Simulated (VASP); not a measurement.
Input of a VASP 6.6.1 run:

The input INCAR:

```
SYSTEM = WC
ALGO = Normal
EDIFF = 1E-7
ENCUT = 520
GGA = PE
ISIF = 2
ISMEAR = -1
LASPH = .True.
LCHARG = .True.
LELF = .True.
LREAL = .False.
LVHAR = .True.
LWAVE = .False.
NBANDS = 16
NELM = 60
PREC = Accurate
SIGMA = 0.05
```

KPOINTS

```
k-points
0
Gamma
  10 10 9
  0 0 0
```

Contents of POSCAR:

```
WC
1.0
    2.9065000000      0.0145325000      0.0000000000
   -1.4406644858      2.5098365861      0.0000000000
    0.0000000000      0.0000000000      2.8366000000
W C
1 1
Direct
    0.0004663116     -0.0000140665      0.0000000000
    0.6662003551      0.3333473998      0.5000000000
```

Potentials or basis: VASP PAW PBE potentials, release 64 (W_sv, C).

Launch:

```bash
$ cat potpaw_PBE.64/W_sv/POTCAR potpaw_PBE.64/C/POTCAR > POTCAR
$ mpirun -np 1 vasp_std > vasp.out
```

(1) Predict the band gap on the k mesh.

(2) What does it give for the pressure?

(3) What does it give for the largest force?

Results:

(1) zero (band 9 reaches 11.73 eV, above the bottom of band 10 at 10.63 eV).

(2) 6.8 GPa.

(3) 0.011 eV/Å.

Caveat: spin-orbit coupling is left out, which moves the levels of the heavy elements.
